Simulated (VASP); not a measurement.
**BAs: single point with PBE+D3(BJ)**

The system is BAs, a sheet with vacuum.

```
B As
1.0
     3.37514    0.00000    0.00000
    -1.68757    2.92296    0.00000
     0.00000    0.00000   23.80000
B As
1 1
Direct
  0.33333 0.66667 0.29412
  0.66667 0.33333 0.29412
```

- Program: VASP 6.6.1
- Task: single point
- Functional: PBE
- Dispersion: D3(BJ)
- Potentials or basis: VASP PAW PBE potentials, release 64 (B, As)
- Cutoff: 420 eV
- k mesh: 12 × 12 × 1
- Occupations: gaussian, width 0.03 eV
- Spin: no spin polarisation

```
Band gap on the k mesh     : 0.74 eV
Dispersion energy per atom : -0.131 eV
```

Levels at points of the mesh, in eV from the valence-band top:
```csv
k point,band 2,band 3,band 4,band 5,band 6,band 7
"(0.00, 0.00, 0.00)",-3.96,-1.52,-1.52,3.60,3.89,4.63
"(0.50, 0.00, 0.00)",-8.24,-3.60,-1.05,1.44,2.52,7.48
```

Run time: 97 s on 1 thread of Intel Xeon 8259CL, on a shared host, peak memory 0.3 GiB.
